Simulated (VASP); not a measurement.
**FeAu: relaxation of cell and atoms with PBEsol**

FeAu:

```
CELL_PARAMETERS angstrom
1.41175 0.81507 4.46945
-1.41175 0.81507 4.46945
0.00000 -1.63015 4.46945
ATOMIC_POSITIONS crystal
Au 0.00000 0.00000 0.00000
Fe 0.50000 0.50000 0.50000
```

```
Program                : VASP 6.6.1
Task                   : relaxation of cell and atoms
Functional             : PBEsol
Potentials or basis    : VASP PAW PBE potentials, release 64 (Au, Fe)
Cutoff                 : 600 eV
k mesh                 : 8 × 8 × 8
Occupations            : fermi-dirac, width 0.05 eV
Spin                   : collinear spin, ferromagnetic start
Starting moments       : [0.0, 3.0] μB
Dipole correction      : no
Further INCAR settings : ALGO = Normal; EDIFF = 1e-06; IBRION = 2; EDIFFG = -0.01; NSW = 60; ISIF = 3
```

```
Relaxed volume                                        : 14.47 Å³/atom
Relaxed cell                                          : a = 4.690 Å, b = 4.690 Å, c = 4.690 Å, α = 34.13°, β = 34.13°, γ = 34.13°
Space group after relaxing (to 0.1 Å)                 : R-3m (No. 166)
Energy gained by relaxing                             : 27.8 meV/atom
Ionic steps                                           : 11
Pressure after relaxing                               : 0.0 GPa
Net moment                                            : 2.72 μB per cell
Site moments                                          : Au +0.01; Fe +2.73 μB
Valence electrons inside the program's atomic spheres : Au 9.82; Fe 6.94
```

Step by step:
```tsv
step	energy change (eV)	largest force (eV/Å)	pressure (GPa)	volume (Å³)
1	0.0000	0.0000	-8.82	30.86
2	0.0090	0.0000	12.47	27.22
3	-0.0546	0.0000	-0.08	29.01
4	-0.0546	0.0000	0.03	28.97
5	-0.0554	0.0000	0.08	28.95
6	-0.0557	0.0000	0.11	28.93
7	-0.0557	0.0000	0.12	28.93
8	-0.0557	0.0000	0.14	28.93
9	-0.0556	0.0000	-0.17	28.99
10	-0.0557	0.0000	-0.08	28.95
11	-0.0557	0.0000	-0.02	28.94
```

Final structure:
```xyz
2
Lattice="1.3761 0.7945 4.4121 -1.3761 0.7945 4.4121 0.0000 -1.5890 4.4121" Properties=species:S:1:pos:R:3 pbc="T T T"
Au    0.0000    0.0000    0.0000
Fe    0.0000    0.0000    6.6181
```

Levels at points of the mesh, in eV from the Fermi level:
Spin up:
```tsv
k point	band 9	band 10	band 11	band 12	band 13	band 14
(0.00, 0.00, 0.00)	-2.14	-1.43	-1.43	-1.01	4.46	14.85
(0.50, 0.00, 0.00)	-1.98	-1.06	1.02	1.53	6.14	6.80
(0.50, 0.50, 0.00)	-1.17	-1.14	-1.01	1.14	3.82	7.59
(0.50, 0.50, 0.50)	-2.43	-2.43	-1.92	-1.92	11.38	13.40
```
Spin down:
```csv
k point,band 5,band 6,band 7,band 8,band 9,band 10,band 11,band 12
"(0.00, 0.00, 0.00)",-3.53,-3.53,-1.44,-0.89,0.27,0.27,1.28,1.28
"(0.50, 0.00, 0.00)",-2.89,-1.95,-1.79,-0.80,0.55,1.63,1.73,2.79
"(0.50, 0.50, 0.00)",-1.96,-1.20,-1.12,0.10,1.22,1.26,1.28,1.74
"(0.50, 0.50, 0.50)",-5.18,-3.32,-3.32,-0.95,0.04,0.04,0.98,0.98
```

Run time: 14 min on 1 thread of Intel(R) Xeon(R) Platinum 8259CL CPU @ 2.50GHz (Skylake/Cascade Lake), with other jobs on the host, peak memory 0.34 GiB.

Caveat: the PAW data sets were made with another functional, which shifts forces and pressure a little; spin-orbit coupling is left out, which moves the levels of the heavy elements.
